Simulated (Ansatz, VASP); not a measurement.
## Bi3H in VASP and in Ansatz

```
Bi H
1.0
     4.58090    0.00000    0.00000
     0.00000    4.58090    0.00000
     0.00000    0.00000    4.58090
Bi H
3 1
Direct
  0.00000 0.50000 0.50000
  0.50000 0.00000 0.50000
  0.50000 0.50000 0.00000
  0.00000 0.00000 0.00000
```

Alike in both runs: task single point; functional PBE; k mesh 4 × 4 × 4; occupations gaussian, width 0.1 eV; no spin polarisation.

|  | VASP | Ansatz |
| --- | --- | --- |
| version | VASP 6.6.1 | Ansatz 0.2.0 |
| potentials or method | VASP PAW PBE potentials, release 64 (Bi_d, H), cutoff 520 eV | scalar-relativistic, plane waves, PAW |
| valence electrons in the cell | 46 | 46 |

Ansatz gave:

```
gap on the k mesh at the Fermi level (eV) : none
pressure (GPa)                            : 6.1
```

Estimate VASP's values.

gap on the k mesh at the Fermi level (eV): none; pressure (GPa): 6.0.

A gap of «none» marks a metal or a gap that the smearing closes.

Neither program's run includes spin-orbit coupling.
